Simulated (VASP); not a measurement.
# GdO (P-6m2) in VASP: a series of runs

Runs on GdO. Level: LDA+U. Tasks: single point.

All numbers are computed with VASP 6.6.1; they aren't measurements. Logs are shortened: lines on timing, memory, paths and dates and some standing lists are left out, and cuts for length are marked.

## 1. The cell of the first run

Symmetry: P-6m2, No. 187, hexagonal system. The conventional cell has a = 3.113 Å, b = 3.113 Å, c = 3.038 Å, α = 90.00°, β = 90.00°, γ = 120.00°. Within 3.1 Å of Gd (site symmetry -6m2) lie 6 O at 2.35 Å and 2 Gd at 3.04 Å. Within 3.1 Å of O (site symmetry -6m2) lie 6 Gd at 2.35 Å and 2 O at 3.04 Å.

## 2. Single point, LDA+U, collinear spin, ferromagnetic start

File INCAR:

```
PREC = Accurate
ENCUT = 520
EDIFF = 1E-6
ISMEAR = -1
SIGMA = 0.05
LREAL = False
LASPH = True
NELM = 150
ALGO = Normal
ISIF = 2
LWAVE = False
LCHARG = False
ISPIN = 2
MAGMOM = 7 0
LORBIT = 11
LMAXMIX = 6
LDAU = True
LDAUTYPE = 2
LDAUL = 3 -1
LDAUU = 1 0
LDAUJ = 0 0
LDAUPRINT = 1
GGA = CA
NBANDS = 23
```

File KPOINTS:

```
Automatic mesh
0
Gamma
  10 10 9
```

File POSCAR:

```
GdO
1.0
    3.1132995800      0.0000000000      0.0000000000
   -1.5566497900      2.6961965200      0.0000000000
    0.0000000000      0.0000000000      3.0384261400
Gd O
1 1
Direct
    0.0000000000      0.0000000000      0.0000000000
    0.6666666667      0.3333333333      0.5000000000
```

Potentials or basis: VASP PAW PBE potentials, release 64 (Gd, O).

Run with:

```sh
> cat potpaw_PBE.64/Gd/POTCAR potpaw_PBE.64/O/POTCAR > POTCAR
> mpirun -np 1 vasp_std > vasp.out
```

OUTCAR:

```text
PREC = Accurate
   ENCUT = 520
   EDIFF = 1E-6
   ISMEAR = -1
   LREAL = False
   LASPH = True
   NELM = 150
   ISIF = 2
   ISPIN = 2
   LORBIT = 11
   GGA = CA

 ion  position               nearest neighbor table
   1  0.000  0.000  0.000-   2 2.35   2 2.35   2 2.35   2 2.35   2 2.35   2 2.35
   2  0.667  0.333  0.500-   1 2.35   1 2.35   1 2.35   1 2.35   1 2.35   1 2.35

  LATTYP: Found a hexagonal cell.
 ALAT       =     3.1132995800
 C/A-ratio  =     0.9759504545

  Lattice vectors:

 A1 = (   3.1132995800,   0.0000000000,   0.0000000000)
 A2 = (  -1.5566497900,   2.6961965200,   0.0000000000)
 A3 = (   0.0000000000,   0.0000000000,   3.0384261400)

Analysis of symmetry for initial positions (statically):
=====================================================================
 Subroutine PRICEL returns:
 Original cell was already a primitive cell.

 Routine SETGRP: Setting up the symmetry group for a
 hexagonal supercell.

 Subroutine GETGRP returns: Found 12 space group operations
 (whereof 12 operations were pure point group operations)
 out of a pool of 24 trial point group operations.

The static configuration has the point symmetry D_3h.

Analysis of symmetry for dynamics (positions and initial velocities):
=====================================================================
 Subroutine PRICEL returns:
 Original cell was already a primitive cell.

 Routine SETGRP: Setting up the symmetry group for a
 hexagonal supercell.

 Subroutine GETGRP returns: Found 12 space group operations
 (whereof 12 operations were pure point group operations)
 out of a pool of 24 trial point group operations.

The dynamic configuration has the point symmetry D_3h.

Analysis of structural, dynamic, and magnetic symmetry:
=====================================================================
 Subroutine PRICEL returns:
 Original cell was already a primitive cell.

 Routine SETGRP: Setting up the symmetry group for a
 hexagonal supercell.

 Subroutine GETGRP returns: Found 12 space group operations
 (whereof 12 operations were pure point group operations)
 out of a pool of 24 trial point group operations.

The overall configuration has the point symmetry D_3h.

 Subroutine INISYM returns: Found 12 space group operations
 (whereof 12 operations are pure point group operations),
 and found     1 'primitive' translations

----------------------------------------------------------------------------------------

                                     Primitive cell

  volume of cell :      25.5048

  direct lattice vectors                    reciprocal lattice vectors
     3.113299580  0.000000000  0.000000000     0.321202626  0.185446423  0.000000000
    -1.556649790  2.696196520  0.000000000     0.000000000  0.370892846  0.000000000
     0.000000000  0.000000000  3.038426140     0.000000000  0.000000000  0.329117758

[... 109 lines left out ...]
   angular momentum for each species LDAUL =     3   -1
   U (eV)           for each species LDAUU =   1.0  0.0
   J (eV)           for each species LDAUJ =   0.0  0.0
   GGA     = CA    functional components
   LHFCALC =     F    Hartree Fock is set to
   AEXX    =    0.0000 exact exchange contribution
   IVDW    =     0    specifies the selected vdW correction
   LEPSILON=     F    determine dielectric tensor
   LRPA    =     F    only Hartree local field effects (RPA)
 spin polarized calculation
  energy-cutoff  :      520.00
  volume of cell :       25.50
 maximum number of plane-waves:       701
 NGX is ok and might be reduce to    24
   NGX = 11   NGY = 11   NGZ = 11

atom =   1  type =  1  l = 3

 onsite density matrix

spin component  1

  0.9837  0.0000 -0.0000 -0.0000  0.0000 -0.0000  0.0000
  0.0000  0.9904 -0.0000 -0.0000 -0.0000  0.0000 -0.0000
 -0.0000 -0.0000  0.9869  0.0000 -0.0000 -0.0000  0.0000
 -0.0000 -0.0000  0.0000  0.9863  0.0000 -0.0000 -0.0000
  0.0000 -0.0000 -0.0000  0.0000  0.9869  0.0000 -0.0000
 -0.0000  0.0000 -0.0000 -0.0000  0.0000  0.9904 -0.0000
  0.0000 -0.0000  0.0000 -0.0000 -0.0000 -0.0000  0.9842

spin component  2

  0.0734 -0.0000 -0.0000  0.0000 -0.0000  0.0000 -0.0000
 -0.0000  0.0162 -0.0000 -0.0000 -0.0000  0.0000 -0.0000
 -0.0000 -0.0000  0.0182  0.0000  0.0000 -0.0000 -0.0000
  0.0000 -0.0000  0.0000  0.0231 -0.0000 -0.0000  0.0000
 -0.0000 -0.0000  0.0000 -0.0000  0.0182 -0.0000 -0.0000
  0.0000  0.0000 -0.0000 -0.0000 -0.0000  0.0162 -0.0000
 -0.0000 -0.0000 -0.0000  0.0000 -0.0000 -0.0000  0.0102

 occupancies and eigenvectors

  o =  0.0102  v =  0.0000  0.0000  0.0000  0.0000  0.0000  0.0000  0.0000 -0.0000 -0.0000 -0.0000  0.0000 -0.0000  0.0000 -1.0000      0.0000  0.0000  0.0000  0.0000  0.0000  0.0000  0.0000  0.0000  0.0000  0.0000  0.0000  0.0000  0.0000  0.0000
  o =  0.0162  v =  0.0000  0.0000  0.0000  0.0000  0.0000  0.0000  0.0000 -0.0000 -1.0000 -0.0000 -0.0000 -0.0000 -0.0015  0.0000      0.0000  0.0000  0.0000  0.0000  0.0000  0.0000  0.0000  0.0000  0.0000  0.0000  0.0000  0.0000  0.0000  0.0000
  o =  0.0162  v =  0.0000  0.0000  0.0000  0.0000  0.0000  0.0000  0.0000  0.0000  0.0015 -0.0000 -0.0000 -0.0000 -1.0000 -0.0000      0.0000  0.0000  0.0000  0.0000  0.0000  0.0000  0.0000  0.0000  0.0000  0.0000  0.0000  0.0000  0.0000  0.0000
  o =  0.0182  v =  0.0000  0.0000  0.0000  0.0000  0.0000  0.0000  0.0000 -0.0000  0.0000 -1.0000  0.0000  0.0000  0.0000 -0.0000      0.0000  0.0000  0.0000  0.0000  0.0000  0.0000  0.0000  0.0000  0.0000  0.0000  0.0000  0.0000  0.0000  0.0000
  o =  0.0182  v =  0.0000  0.0000  0.0000  0.0000  0.0000  0.0000  0.0000 -0.0000  0.0000 -0.0000  0.0000 -1.0000  0.0000  0.0000      0.0000  0.0000  0.0000  0.0000  0.0000  0.0000  0.0000  0.0000  0.0000  0.0000  0.0000  0.0000  0.0000  0.0000
  o =  0.0231  v =  0.0000  0.0000  0.0000  0.0000  0.0000  0.0000  0.0000  0.0000 -0.0000  0.0000  1.0000  0.0000 -0.0000  0.0000      0.0000  0.0000  0.0000  0.0000  0.0000  0.0000  0.0000  0.0000  0.0000  0.0000  0.0000  0.0000  0.0000  0.0000
  o =  0.0734  v =  0.0000  0.0000  0.0000  0.0000  0.0000  0.0000  0.0000  1.0000 -0.0000 -0.0000 -0.0000 -0.0000  0.0000 -0.0000      0.0000  0.0000  0.0000  0.0000  0.0000  0.0000  0.0000  0.0000  0.0000  0.0000  0.0000  0.0000  0.0000  0.0000
  o =  0.9837  v =  1.0000 -0.0000  0.0000  0.0000 -0.0000  0.0000 -0.0000  0.0000  0.0000  0.0000  0.0000  0.0000  0.0000  0.0000      0.0000  0.0000  0.0000  0.0000  0.0000  0.0000  0.0000  0.0000  0.0000  0.0000  0.0000  0.0000  0.0000  0.0000
  o =  0.9842  v =  0.0000  0.0000 -0.0000 -0.0000  0.0000 -0.0000  1.0000  0.0000  0.0000  0.0000  0.0000  0.0000  0.0000  0.0000      0.0000  0.0000  0.0000  0.0000  0.0000  0.0000  0.0000  0.0000  0.0000  0.0000  0.0000  0.0000  0.0000  0.0000
  o =  0.9863  v = -0.0000  0.0000  0.0000 -1.0000  0.0000 -0.0000 -0.0000  0.0000  0.0000  0.0000  0.0000  0.0000  0.0000  0.0000      0.0000  0.0000  0.0000  0.0000  0.0000  0.0000  0.0000  0.0000  0.0000  0.0000  0.0000  0.0000  0.0000  0.0000
  o =  0.9869  v = -0.0000 -0.0000  1.0000  0.0000  0.0000  0.0000 -0.0000  0.0000  0.0000  0.0000  0.0000  0.0000  0.0000  0.0000      0.0000  0.0000  0.0000  0.0000  0.0000  0.0000  0.0000  0.0000  0.0000  0.0000  0.0000  0.0000  0.0000  0.0000
  o =  0.9869  v = -0.0000 -0.0000  0.0000 -0.0000 -1.0000  0.0000  0.0000  0.0000  0.0000  0.0000  0.0000  0.0000  0.0000  0.0000      0.0000  0.0000  0.0000  0.0000  0.0000  0.0000  0.0000  0.0000  0.0000  0.0000  0.0000  0.0000  0.0000  0.0000
  o =  0.9904  v =  0.0000  0.9987  0.0000 -0.0000 -0.0000  0.0501 -0.0000  0.0000  0.0000  0.0000  0.0000  0.0000  0.0000  0.0000      0.0000  0.0000  0.0000  0.0000  0.0000  0.0000  0.0000  0.0000  0.0000  0.0000  0.0000  0.0000  0.0000  0.0000
  o =  0.9904  v = -0.0000 -0.0501 -0.0000 -0.0000  0.0000  0.9987  0.0000  0.0000  0.0000  0.0000  0.0000  0.0000  0.0000  0.0000      0.0000  0.0000  0.0000  0.0000  0.0000  0.0000  0.0000  0.0000  0.0000  0.0000  0.0000  0.0000  0.0000  0.0000

 number of electron      23.9999995 magnetization       7.0331441

 Free energy of the ion-electron system (eV)
  ---------------------------------------------------
  ext. energy  EPLUGINS =         0.00000000
  ---------------------------------------------------
  free energy    TOTEN  =       -22.63881381 eV

  energy without entropy =      -22.62500888  energy(sigma->0) =      -22.63191134

 E-fermi :   6.7153     XC(G=0): -13.0276

 val. band max:        6.7085866704   @ k =   0.2000   0.1000   0.2222
 cond. band min:       6.7166653195   @ k =   0.1000   0.0000   0.4444
 fundamental gap:      0.0080786491
 Fermi energy:         6.7153347666

 spin component 1

 k-point     1 :       0.0000    0.0000    0.0000
  band No.  band energies     occupation
      1     -38.2333      1.00000
      2     -15.1954      1.00000
      3     -14.9490      1.00000
      4     -14.9490      1.00000
      5     -13.4768      1.00000
      6       0.9830      1.00000
[... 1241 lines left out ...]
     22      20.7044      0.00000
     23      22.4635      0.00000

 [... further k-points ...]
[... 5 lines left out ...]
  --------------------------------------------------------------------------------------
  -------------------------------------------------------------------------------------
  Total        3.1659080      3.1659080      2.4519544      0.0000000      0.0000000     -0.0000000
  in kB      198.8784546    198.8784537    154.0287670      0.0000000      0.0000000     -0.0000000
  external PRESSURE =     183.9285585 kB  Pullay stress =       0.0000000 kB

 VOLUME and BASIS-vectors are now :
 -----------------------------------------------------------------------------
  energy-cutoff  :      520.00
  volume of cell :       25.50
      direct lattice vectors                 reciprocal lattice vectors
     3.113299580  0.000000000  0.000000000     0.321202626  0.185446423  0.000000000
    -1.556649790  2.696196520  0.000000000     0.000000000  0.370892846  0.000000000
     0.000000000  0.000000000  3.038426140     0.000000000  0.000000000  0.329117758

 POSITION                                       TOTAL-FORCE (eV/Angst)
 -----------------------------------------------------------------------------------
      0.00000      0.00000      0.00000         0.000000      0.000000      0.000000
      1.55665      0.89873      1.51921        -0.000000     -0.000000      0.000000
 -----------------------------------------------------------------------------------
    total drift:                               -0.000000      0.000000      0.000000

  FREE ENERGIE OF THE ION-ELECTRON SYSTEM (eV)
  ---------------------------------------------------
  free  energy   TOTEN  =       -22.6388138060 eV

  energy  without entropy=      -22.6250088802  energy(sigma->0) =      -22.63191134

 total charge

# of ion       s       p       d       f       tot
--------------------------------------------------
    1        2.030   5.603   0.763   7.074  15.471
    2        1.549   3.470   0.000   0.000   5.019
--------------------------------------------------
tot          3.579   9.073   0.763   7.074  20.490

 magnetization (x)

# of ion       s       p       d       f       tot
--------------------------------------------------
    1       -0.001  -0.049   0.114   6.728   6.792
    2       -0.003  -0.013   0.000   0.000  -0.016
--------------------------------------------------
tot         -0.004  -0.062   0.114   6.728   6.776
```

Wall time 94 s (1 thread of AMD EPYC 9R45 (Zen 5), shared host); peak memory 0.16 GiB.

What came out:

```yaml
Free_energy: -22.6388 eV
Pressure: 18.4 GPa
Net_moment: 7.03 μB per cell
Site_moments: Gd +6.79; O -0.02 μB
Valence_electrons_inside_the_program's_atomic_spheres: Gd 15.47; O 5.02
```

Levels at points of the mesh, in eV from the Fermi level:
Spin up:
```tsv
k point	band 12	band 13	band 14	band 15	band 16	band 17	band 18	band 19	band 20	band 21
(0.00, 0.00, 0.00)	-4.51	-4.47	-4.47	-3.54	-2.59	0.98	3.65	3.65	6.79	6.79
(0.50, 0.00, 0.00)	-4.61	-4.54	-4.37	-3.64	-2.08	3.66	5.50	5.52	7.73	7.85
```
Spin down:
| k point | band 6 | band 7 | band 8 | band 9 | band 10 | band 11 | band 12 | band 13 |
| --- | --- | --- | --- | --- | --- | --- | --- | --- |
| (0.00, 0.00, 0.00) | -5.36 | -5.36 | -4.43 | -1.83 | -0.24 | 1.00 | 1.00 | 1.00 |
| (0.50, 0.00, 0.00) | -7.07 | -6.01 | -4.65 | -1.39 | 0.76 | 0.79 | 1.03 | 1.10 |

Eigenvalues of the final occupation matrices:
| site | spin | trace | eigenvalues |
| --- | --- | --- | --- |
| site 1 f | 1 | 6.91 | 0.98 0.98 0.99 0.99 0.99 0.99 0.99 |
| site 1 f | 2 | 0.18 | 0.01 0.02 0.02 0.02 0.02 0.02 0.07 |

Caveat: the PAW data sets were made with another functional, which shifts forces and pressure a little; spin-orbit coupling is left out, which moves the levels of the heavy elements; a cell with one magnetic atom can't hold antiferromagnetic order, which such compounds often take.

## 3. Single point, LDA+U, collinear spin, ferromagnetic start

File INCAR:

```
SYSTEM = GdO
ALGO = Normal
EDIFF = 1E-6
ENCUT = 520
GGA = CA
ISIF = 2
ISMEAR = -1
ISPIN = 2
LASPH = .TRUE.
LCHARG = .FALSE.
LDAU = .TRUE.
LDAUJ = 0 0
LDAUL = 3 -1
LDAUPRINT = 1
LDAUTYPE = 2
LDAUU = 2 0
LMAXMIX = 6
LORBIT = 11
LREAL = .FALSE.
LWAVE = .FALSE.
MAGMOM = 7 0
NBANDS = 23
NELM = 150
PREC = Accurate
SIGMA = 0.05
```

File KPOINTS:

```
k-points
0
G
  10 10 9
  0 0 0
```

POSCAR is that of step 2.

Potentials or basis: VASP PAW PBE potentials, release 64 (Gd, O).

Run with:

```sh
> cat potpaw_PBE.64/Gd/POTCAR potpaw_PBE.64/O/POTCAR > POTCAR
> mpirun -np 1 vasp_std > vasp.out
```

Wall time 2 min (1 thread of AMD EPYC 9R45 (Zen 5), shared host); peak memory 0.16 GiB.

It converged, with:

- Free energy: -22.5271 eV
- Pressure: 19.2 GPa
- Net moment: 7.21 μB per cell
- Site moments: Gd +6.91; O -0.02 μB
- Valence electrons inside the program's atomic spheres: Gd 15.46; O 5.02

Stress tensor (GPa, compression positive):
```
20.36  0.00  0.00
 0.00 20.36  0.00
 0.00  0.00 16.81
```

Levels at points of the mesh, in eV from the Fermi level:
Spin up:
| k point | band 13 | band 14 | band 15 | band 16 | band 17 | band 18 | band 19 | band 20 |
| --- | --- | --- | --- | --- | --- | --- | --- | --- |
| (0.00, 0.00, 0.00) | -5.02 | -5.02 | -3.88 | -2.73 | 0.83 | 3.51 | 3.51 | 6.65 |
| (0.50, 0.00, 0.00) | -5.33 | -4.98 | -4.02 | -2.22 | 3.54 | 5.36 | 5.39 | 7.59 |
Spin down:
```csv
k point,band 5,band 6,band 7,band 8,band 9,band 10,band 11,band 12
"(0.00, 0.00, 0.00)",-19.65,-5.42,-5.42,-4.47,-1.86,-0.09,1.23,1.23
"(0.50, 0.00, 0.00)",-17.79,-7.13,-6.05,-4.70,-1.43,0.99,1.01,1.25
```

Eigenvalues of the final occupation matrices:
```tsv
site	spin	trace	eigenvalues
site 1 f	1	6.92	0.99 0.99 0.99 0.99 0.99 0.99 0.99
site 1 f	2	0.12	0.01 0.01 0.01 0.01 0.01 0.02 0.03
```

Caveat: the PAW data sets were made with another functional, which shifts forces and pressure a little; spin-orbit coupling is left out, which moves the levels of the heavy elements; a cell with one magnetic atom can't hold antiferromagnetic order, which such compounds often take.

(Part 1 of 2 ends here.)
